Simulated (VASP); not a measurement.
# SnSe (Fm-3m) in VASP: further runs

Aim: see how the results for SnSe move with the level of theory and the settings. Levels: PBEsol+D3(BJ), revPBE, BLYP+D3(BJ). Tasks: single point.

All numbers are computed with VASP 6.6.1; they aren't measurements. Logs are shortened: lines on timing, memory, paths and dates and some standing lists are left out, and cuts for length are marked.

## 1. The cell of the first run

Symmetry: Fm-3m, No. 225, cubic system. Conventional cell: a = 5.872 Å, b = 5.872 Å, c = 5.872 Å, α = 90.00°, β = 90.00°, γ = 90.00°. Within 3.9 Å of Sn (site symmetry m-3m) lie 6 Se at 2.94 Å. Within 3.9 Å of Se (site symmetry m-3m) lie 6 Sn at 2.94 Å.

## 2. Single point, PBEsol+D3(BJ)

Input file INCAR:

```
SYSTEM = SnSe
PREC = Accurate ; ENCUT = 520
EDIFF = 1E-6 ; ISMEAR = -1
SIGMA = 0.05 ; LREAL = .False.
LASPH = .True. ; NELM = 100
ALGO = Normal ; ISIF = 2
LWAVE = .False. ; LCHARG = .False.
GGA = PS ; IVDW = 12
NBANDS = 17
```

Input file KPOINTS:

```
Automatic mesh
0
Gamma
  8 8 8
  0 0 0
```

Input file POSCAR:

```
SnSe
1.0
    0.0000000000      2.9360370671      2.9360370671
    2.9360370671      0.0000000000      2.9360370671
    2.9360370671      2.9360370671      0.0000000000
Sn Se
1 1
Direct
    0.0000000000      0.0000000000      0.0000000000
    0.5000000000      0.5000000000      0.5000000000
```

Potentials or basis: VASP PAW PBE potentials, release 64 (Sn_d, Se).

Run with:

```sh
cat potpaw_PBE.64/Sn_d/POTCAR potpaw_PBE.64/Se/POTCAR > POTCAR
mpirun -np 1 vasp_std > vasp.out
```

OUTCAR:

```text
SYSTEM = SnSe
   PREC = Accurate
   ENCUT = 520
   EDIFF = 1E-6
   ISMEAR = -1
   LREAL = .False.
   LASPH = .True.
   NELM = 100
   ISIF = 2
   GGA = PS
   IVDW = 12
 IVDW          = 12

 ion  position               nearest neighbor table
   1  0.000  0.000  0.000-   2 2.94   2 2.94   2 2.94   2 2.94   2 2.94   2 2.94
   2  0.500  0.500  0.500-   1 2.94   1 2.94   1 2.94   1 2.94   1 2.94   1 2.94

  LATTYP: Found a face centered cubic cell.
 ALAT       =     5.8720741342

  Lattice vectors:

 A1 = (   0.0000000000,   2.9360370671,   2.9360370671)
 A2 = (   2.9360370671,   0.0000000000,   2.9360370671)
 A3 = (   2.9360370671,   2.9360370671,   0.0000000000)

Analysis of symmetry for initial positions (statically):
=====================================================================
 Subroutine PRICEL returns:
 Original cell was already a primitive cell.

 Routine SETGRP: Setting up the symmetry group for a
 face centered cubic supercell.

 Subroutine GETGRP returns: Found 48 space group operations
[... 9 lines left out ...]

 Routine SETGRP: Setting up the symmetry group for a
 face centered cubic supercell.

 Subroutine GETGRP returns: Found 48 space group operations
[... 11 lines left out ...]
                                     Primitive cell

  volume of cell :      50.6191

  direct lattice vectors                    reciprocal lattice vectors
     0.000000000  2.936037067  2.936037067    -0.170297578  0.170297578  0.170297578
     2.936037067  0.000000000  2.936037067     0.170297578 -0.170297578  0.170297578
     2.936037067  2.936037067  0.000000000     0.170297578  0.170297578 -0.170297578

  length of vectors
     4.152183440  4.152183440  4.152183440     0.294964057  0.294964057  0.294964057

  position of ions in fractional coordinates (direct lattice)
     0.000000000  0.000000000  0.000000000
     0.500000000  0.500000000  0.500000000

  ion indices of the primitive-cell ions
   primitive index   ion index
                 1           1
                 2           2

----------------------------------------------------------------------------------------

 KPOINTS: Automatic mesh

Automatic generation of k-mesh.
 Grid dimensions read from file:
 generate k-points for:    8    8    8

 Generating k-lattice:

  Cartesian coordinates                     Fractional coordinates (reciprocal lattice)
    -0.021287197  0.021287197  0.021287197     0.125000000  0.000000000  0.000000000
     0.021287197 -0.021287197  0.021287197     0.000000000  0.125000000  0.000000000
     0.021287197  0.021287197 -0.021287197     0.000000000  0.000000000  0.125000000

  Length of vectors
     0.036870507  0.036870507  0.036870507

  Shift w.r.t. Gamma in fractional coordinates (k-lattice)
     0.000000000  0.000000000  0.000000000

 Subroutine IBZKPT returns following result:
 ===========================================

 Found     29 irreducible k-points:

 Following reciprocal coordinates:
            Coordinates               Weight
  0.000000  0.000000  0.000000      1.000000
  0.125000  0.000000  0.000000      8.000000
  0.250000  0.000000  0.000000      8.000000
  0.375000  0.000000  0.000000      8.000000
  0.500000  0.000000  0.000000      4.000000
  0.125000  0.125000  0.000000      6.000000
[... 16 lines left out ...]
  0.500000  0.250000  0.125000     48.000000
 -0.375000  0.250000  0.125000     24.000000
 [... further k-points ...]
   k-points           NKPTS =     29   k-points in BZ     NKDIM =     29   number of bands    NBANDS=     17
   number of dos      NEDOS =    301   number of ions     NIONS =      2
   total plane-waves  NPLWV =  32768
   dimension x,y,z NGX =    32 NGY =   32 NGZ =   32
   dimension x,y,z NGXF=    64 NGYF=   64 NGZF=   64
   ions per type =               1   1
   NGX,Y,Z   is equivalent  to a cutoff of  12.81, 12.81, 12.81 a.u.
   NGXF,Y,Z  is equivalent  to a cutoff of  25.62, 25.62, 25.62 a.u.
 SYSTEM =  SnSe
   PREC   = accura    normal or accurate (medium, high low for compatibility)
   ISTART =      0    job   : 0-new  1-cont  2-samecut
   ICHARG =      2    charge: 1-file 2-atom 10-const
   ISPIN  =      1    spin polarized calculation?
   LNONCOLLINEAR =      F non collinear calculations
   LSORBIT =      F    spin-orbit coupling
   LASPH  =      T    aspherical Exc in radial PAW
   ENCUT  =  520.0 eV  38.22 Ry    6.18 a.u.   7.72  7.72  7.72*2*pi/ulx,y,z
   NELM   =    100;   NELMIN=  2; NELMDL= -5     # of ELM steps
   EDIFF  = 0.1E-05   stopping-criterion for ELM
   LREAL  =      F    real-space projection
   EDIFFG = 0.1E-04   stopping-criterion for IOM
   NSW    =      0    number of steps for IOM
   IBRION =     -1    ionic relax: 0-MD 1-quasi-New 2-CG
   NFREE  =      0    steps in history (QN), initial steepest desc. (CG)
   ISIF   =      2    stress and relaxation
   ISYM   =      2    0-nonsym 1-usesym 2-fastsym
   POTIM  = 0.5000    time-step for ionic-motion
   TEBEG  =    0.0;   TEEND  =   0.0 temperature during run
   PSTRESS=    0.0 pullay stress
   NELECT =      20.0000    total number of electrons
   NUPDOWN=      -1.0000    fix difference up-down
   EMIN   =  10.00;   EMAX   =-10.00  energy-range for DOS
   EFERMI =   0.00;   METHOD = LEGACY
   ISMEAR =    -1;   SIGMA  =   0.05  broadening in eV -4-tet -1-fermi 0-gaus
   EFERMI_NEDOS =   21; number of points for ismear=-14 and -15
   IALGO  =     38    algorithm
   IMIX   =      4    mixing-type and parameters
     AMIX     =   0.40;   BMIX     =  1.00
     AMIX_MAG =   1.60;   BMIX_MAG =  1.00
  volume/ion in A,a.u.               =      25.31       170.80
  Fermi-wavevector in a.u.,A,eV,Ry     =   1.201287  2.270102 19.634424  1.443089
  Thomas-Fermi vector in A             =   2.337100
   LORBIT       =      0    0 simple, 1 ext, 2 COOP (PROOUT), +10 PAW based schemes
   GGA     = PS    functional components
   LHFCALC =     F    Hartree Fock is set to
   AEXX    =    0.0000 exact exchange contribution
   IVDW    =    12    specifies the selected vdW correction
   LEPSILON=     F    determine dielectric tensor
   LRPA    =     F    only Hartree local field effects (RPA)
 non-spin polarized calculation
  energy-cutoff  :      520.00
  volume of cell :       50.62
 maximum number of plane-waves:      1380
   NGX = 15   NGY = 15   NGZ = 15

 number of electron      19.9999995 magnetization

 Free energy of the ion-electron system (eV)
  ---------------------------------------------------
  ext. energy  EPLUGINS =         0.00000000
  ---------------------------------------------------
  free energy    TOTEN  =        -8.97156773 eV

  energy without entropy =       -8.97151763  energy(sigma->0) =       -8.97154268

 E-fermi :   6.5910     XC(G=0): -10.1169

 val. band max:        6.2185683269   @ k =  -0.2500   0.1250   0.0000
 cond. band min:       6.9606142869   @ k =  -0.3750   0.1250   0.0000
 fundamental gap:      0.7420459599
 Fermi energy:         6.5909751155

 k-point     1 :       0.0000    0.0000    0.0000
  band No.  band energies     occupation
      1     -15.1847      2.00000
      2     -15.1847      2.00000
      3     -15.1818      2.00000
      4     -15.1818      2.00000
      5     -15.1818      2.00000
      6      -8.1130      2.00000
[... 9 lines left out ...]
     16      12.0110      0.00000
     17      14.2451      0.00000

 k-point     2 :       0.1250    0.0000    0.0000
  band No.  band energies     occupation
      1     -15.1861      2.00000
      2     -15.1861      2.00000
      3     -15.1813      2.00000
      4     -15.1795      2.00000
      5     -15.1795      2.00000
      6      -7.9868      2.00000
[... 9 lines left out ...]
     16      12.4159      0.00000
     17      15.5435      0.00000

 k-point     3 :       0.2500    0.0000    0.0000
  band No.  band energies     occupation
      1     -15.1902      2.00000
      2     -15.1902      2.00000
      3     -15.1803      2.00000
      4     -15.1732      2.00000
      5     -15.1732      2.00000
      6      -7.6428      2.00000
[... 9 lines left out ...]
     16      13.4305      0.00000
     17      17.9808      0.00000

 k-point     4 :       0.3750    0.0000    0.0000
  band No.  band energies     occupation
      1     -15.1944      2.00000
      2     -15.1944      2.00000
      3     -15.1793      2.00000
      4     -15.1667      2.00000
      5     -15.1667      2.00000
      6      -7.2159      2.00000
[... 9 lines left out ...]
     16      14.9843      0.00000
     17      18.0976      0.00000

 k-point     5 :       0.5000    0.0000    0.0000
  band No.  band energies     occupation
      1     -15.1961      2.00000
      2     -15.1961      2.00000
      3     -15.1789      2.00000
      4     -15.1641      2.00000
      5     -15.1641      2.00000
      6      -6.9998      2.00000
[... 9 lines left out ...]
     16      16.5690      0.00000
     17      16.6649      0.00000

 k-point     6 :       0.1250    0.1250    0.0000
  band No.  band energies     occupation
      1     -15.1891      2.00000
      2     -15.1832      2.00000
      3     -15.1832      2.00000
      4     -15.1783      2.00000
      5     -15.1783      2.00000
      6      -7.9442      2.00000
[... 9 lines left out ...]
     16      13.1842      0.00000
     17      14.7344      0.00000
[... 281 lines left out ...]
 k-point    21 :       0.5000    0.5000    0.0000
  band No.  band energies     occupation
      1     -15.2287      2.00000
      2     -15.1913      2.00000
      3     -15.1741      2.00000
      4     -15.1570      2.00000
      5     -15.1570      2.00000
      6      -6.6404      2.00000
[... 9 lines left out ...]
     16      18.5546      0.00000
     17      19.1129      0.00000

 k-point    22 :       0.3750    0.2500    0.1250
  band No.  band energies     occupation
      1     -15.1999      2.00000
      2     -15.1851      2.00000
      3     -15.1828      2.00000
      4     -15.1700      2.00000
      5     -15.1680      2.00000
      6      -7.3614      2.00000
[... 9 lines left out ...]
     16      15.8625      0.00000
     17      16.0802      0.00000

 k-point    23 :       0.5000    0.2500    0.1250
  band No.  band energies     occupation
      1     -15.2038      2.00000
      2     -15.1880      2.00000
      3     -15.1790      2.00000
      4     -15.1680      2.00000
      5     -15.1644      2.00000
      6      -6.9923      2.00000
[... 9 lines left out ...]
     16      16.1245      0.00000
     17      17.6701      0.00000

 k-point    24 :      -0.3750    0.2500    0.1250
  band No.  band energies     occupation
      1     -15.2052      2.00000
      2     -15.1896      2.00000
      3     -15.1753      2.00000
      4     -15.1698      2.00000
      5     -15.1624      2.00000
      6      -6.8138      2.00000
[... 9 lines left out ...]
     16      17.2456      0.00000
     17      17.3101      0.00000

 [... further k-points ...]

------------------------ aborting loop because EDIFF is reached ----------------------------------------

 Edisp (eV)   -0.71065

 E8    (eV) :    -0.4773

  FORCE on cell =-STRESS in cart. coord.  units (eV):
  Direction    XX          YY          ZZ          XY          YZ          ZX
  --------------------------------------------------------------------------------------
  -------------------------------------------------------------------------------------
  Total       0.00295     0.00295     0.00295    -0.00000    -0.00000     0.00000
  in kB       0.09341     0.09341     0.09341    -0.00000    -0.00000     0.00000
  external pressure =        0.09 kB  Pullay stress =        0.00 kB

 VOLUME and BASIS-vectors are now :
 -----------------------------------------------------------------------------
  energy-cutoff  :      520.00
  volume of cell :       50.62
      direct lattice vectors                 reciprocal lattice vectors
     0.000000000  2.936037067  2.936037067    -0.170297578  0.170297578  0.170297578
     2.936037067  0.000000000  2.936037067     0.170297578 -0.170297578  0.170297578
     2.936037067  2.936037067  0.000000000     0.170297578  0.170297578 -0.170297578

 POSITION                                       TOTAL-FORCE (eV/Angst)
 -----------------------------------------------------------------------------------
      0.00000      0.00000      0.00000         0.000000     -0.000000     -0.000000
      2.93604      2.93604      2.93604        -0.000000      0.000000      0.000000
 -----------------------------------------------------------------------------------
    total drift:                                0.000000     -0.000000     -0.000000

  FREE ENERGIE OF THE ION-ELECTRON SYSTEM (eV)
  ---------------------------------------------------
  free  energy   TOTEN  =        -9.6822148884 eV

  energy  without entropy=       -9.6821647851  energy(sigma->0) =       -9.68218984
```

It took 16 s on 1 thread of Intel Xeon Platinum 8488C (Sapphire Rapids), shared host; peak memory 0.19 GiB.

Results:

```yaml
Free_energy: -9.6822 eV
Pressure: 0.0 GPa
Band_gap_on_the_k_mesh: 0.74 eV, indirect (least direct gap 0.92 eV)
Dispersion_energy_per_atom: -0.355 eV
```

Caveat: the PAW data sets were made with another functional, which shifts forces and pressure a little; spin-orbit coupling is left out, which moves the levels of the heavy elements. A k mesh can miss the band edges.

[end of part 1 of 2]
